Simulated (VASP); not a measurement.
Crystal: SnGe15.

```xyz
16
Lattice="0.0000 5.7084 -5.7084 5.7084 5.7084 0.0000 5.7084 0.0000 -5.7084" Properties=species:S:1:pos:R:3 pbc="T T T"
Sn    2.8542    2.8542   -5.7084
Ge    5.7084    5.7084   -5.7084
Ge    2.8542    0.0000   -2.8542
Ge    5.7084    2.8542   -2.8542
Ge    0.0000    2.8542   -2.8542
Ge    2.8542    5.7084   -2.8542
Ge    0.0000    0.0000    0.0000
Ge    2.8542    2.8542    0.0000
Ge    4.2813    4.2813   -4.2813
Ge    7.1355    7.1355   -4.2813
Ge    4.2813    7.1355   -7.1355
Ge    7.1355    9.9897   -7.1355
Ge    7.1355    4.2813   -7.1355
Ge    9.9897    7.1355   -7.1355
Ge    7.1355    7.1355   -9.9897
Ge    9.9897    9.9897   -9.9897
```

```yaml
Program: VASP 6.6.1
Task: relaxation of cell and atoms
Functional: PBEsol
Potentials_or_basis: VASP PAW PBE potentials, release 64 (Sn_d, Ge_d)
Cutoff: 600 eV
k_mesh: 6 × 6 × 6
Occupations: gaussian, width 0.03 eV
Spin: no spin polarisation
```

At the start: pressure 1.1 GPa; volume 23.25 Å³/atom.

Task: How do energy, volume and symmetry change on relaxing?

Result: Over 14 steps the energy falls by 16.5 meV/atom and the volume is 23.53 Å³/atom (+1.2 %); space group F-43m (No. 216, to 0.1 Å) before and after.

The path:
| step | energy change (eV) | largest force (eV/Å) | pressure (GPa) | volume (Å³) |
| --- | --- | --- | --- | --- |
| 1 | 0.0000 | 1.4567 | 1.11 | 372.02 |
| 2 | -0.2479 | 0.2469 | -0.64 | 380.74 |
| 3 | -0.2496 | 0.1566 | -0.65 | 381.48 |
| 4 | -0.2495 | 0.1327 | -0.71 | 381.69 |
| 5 | -0.2641 | 0.0255 | 0.06 | 376.35 |
| 6 | -0.2642 | 0.0247 | 0.06 | 376.74 |
| 7 | -0.2642 | 0.0236 | 0.03 | 377.03 |
| 8 | -0.2642 | 0.0232 | -0.03 | 377.16 |
| 9 | -0.2644 | 0.0103 | -0.02 | 377.12 |
| 10 | -0.2644 | 0.0112 | 0.01 | 377.11 |
| 11 | -0.2644 | 0.0132 | -0.01 | 377.09 |
| 12 | -0.2644 | 0.0119 | -0.04 | 377.10 |
| 13 | -0.2644 | 0.0125 | -0.06 | 377.09 |
| 14 | -0.2644 | 0.0067 | 0.01 | 376.53 |

Final structure:
```
Sn Ge
1.0
     0.00000    5.73136   -5.73136
     5.73136    5.73136    0.00000
     5.73136    0.00000   -5.73136
Sn Ge
1 15
Direct
  0.50000 0.00000 0.50000
  0.49978 0.50022 0.49978
  0.00022 0.99978 0.49978
  0.00022 0.50022 0.49978
  0.49978 0.99978 0.00022
  0.49978 0.50022 0.00022
  0.00022 0.99978 0.00022
  0.00000 0.50000 0.00000
  0.37055 0.38834 0.37055
  0.37055 0.87055 0.37055
  0.87518 0.37518 0.37445
  0.88834 0.87055 0.37055
  0.37445 0.37518 0.87518
  0.37055 0.87055 0.88834
  0.87518 0.37518 0.87518
  0.87518 0.87445 0.87518
```

Caveat: the PAW data sets were made with another functional, which shifts forces and pressure a little.
